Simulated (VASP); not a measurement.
Set up this calculation in VASP 6.6.1, as the native input.

```
Task                   : relaxation of cell and atoms
Functional             : PBE
Potentials or basis    : VASP PAW PBE potentials, release 64 (Nb_sv, Fe, N)
Cutoff                 : 600 eV
k mesh                 : 6 × 6 × 14
Occupations            : gaussian, width 0.1 eV
Spin                   : no spin polarisation
Dipole correction      : no
Further INCAR settings : ALGO = Normal; EDIFF = 1e-06; IBRION = 2; EDIFFG = -0.01; NSW = 100; ISIF = 3
```

The structure of NbFe2N3 lies in POSCAR:

```
NbFe2N3
1.0
    5.8077702812      0.0000000000      0.0000000000
   -2.9038851406      5.0296766029      0.0000000000
    0.0000000000      0.0000000000      2.6130503703
Nb Fe N
1 2 3
Direct
    0.0000000000      0.0000000000      0.5000000000
    0.3333333333      0.6666666667      0.0000000000
    0.6666666667      0.3333333333      0.0000000000
    0.5000000000      0.0000000000      0.0000000000
    0.0000000000      0.5000000000      0.0000000000
    0.5000000000      0.5000000000      0.0000000000
```

The input as run:

INCAR

```
SYSTEM = NbFe2N3
PREC = Accurate
ENCUT = 600
EDIFF = 1E-6
ISMEAR = 0
SIGMA = 0.1
LREAL = .False.
LASPH = .True.
NELM = 60
ALGO = Normal
ISIF = 3
LWAVE = .False.
LCHARG = .False.
GGA = PE
IBRION = 2
NSW = 100
EDIFFG = -0.01
```

KPOINTS

```
regular mesh
0
Gamma
  6 6 14
  0 0 0
```

Potentials or basis: VASP PAW PBE potentials, release 64 (Nb_sv, Fe, N).

The run is started by

```bash
$ cat potpaw_PBE.64/Nb_sv/POTCAR potpaw_PBE.64/Fe/POTCAR potpaw_PBE.64/N/POTCAR > POTCAR
$ mpirun -np 1 vasp_std > vasp.out
```

It gave:

```json
{"Relaxed volume": "12.82 Å³/atom", "Relaxed cell": "a = 5.828 Å, b = 5.828 Å, c = 2.615 Å, α = 90.00°, β = 90.00°, γ = 120.00°", "Space group after relaxing (to 0.05 Å)": "P6/mmm (No. 191)", "Energy gained by relaxing": "0.7 meV/atom", "Ionic steps": "3", "Pressure after relaxing": "0.0 GPa", "Band gap on the k mesh": "zero (band 22 reaches 6.58 eV, above the bottom of band 23 at 5.11 eV)"}
```

Caveat: the run has no spin polarisation, though such a crystal can be magnetic.

It took 2.5 min on 1 thread of Intel(R) Xeon(R) 6975P-C (Granite Rapids), on a shared host, peak memory 0.33 GiB.
